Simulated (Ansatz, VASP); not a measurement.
# Two plane-wave programs on SnC2

```xyz
6
Lattice="4.3169 0.0000 0.0000 0.0000 5.4032 0.0000 0.0000 0.0000 3.4658" Properties=species:S:1:pos:R:3 pbc="T T T"
Sn    0.0000    0.0000    0.0000
Sn    2.1585    2.7016    1.7329
C     0.5209    2.2920    0.0000
C     3.7960    3.1112    0.0000
C     2.6793    0.4096    1.7329
C     1.6376    4.9936    1.7329
```

Change from the starting cell: species swapped into the P2Ru type (Pnnm, No. 58).

Alike in both runs: task single point; functional PBE; k mesh 4 × 4 × 6; occupations gaussian, width 0.1 eV; no spin polarisation.

|  | VASP | Ansatz |
| --- | --- | --- |
| version | VASP 6.6.1 | Ansatz 0.2.0 |
| potentials or method | VASP PAW PBE potentials, release 64 (Sn_d, C), cutoff 600 eV | scalar-relativistic, plane waves, PAW |
| valence electrons in the cell | 44 | 44 |

|  | VASP | Ansatz | Ansatz less VASP |
| --- | --- | --- | --- |
| gap on the k mesh at the Fermi level (eV) | none | none | - |
| pressure (GPa) | 0.8 | 0.7 | -0.06 |
| traceless stress, the component that is largest in VASP (GPa) | -0.23 | -0.34 | -0.110 |
| rms of the force components (eV/Å) | 0.048 | 0.076 | +0.0284 |

Atom by atom the forces differ by 0.035 eV/Å (rms over components). A gap of «none» marks a metal or a gap that the smearing closes.

The k mesh is coarse, so the values compare programs but aren't converged.
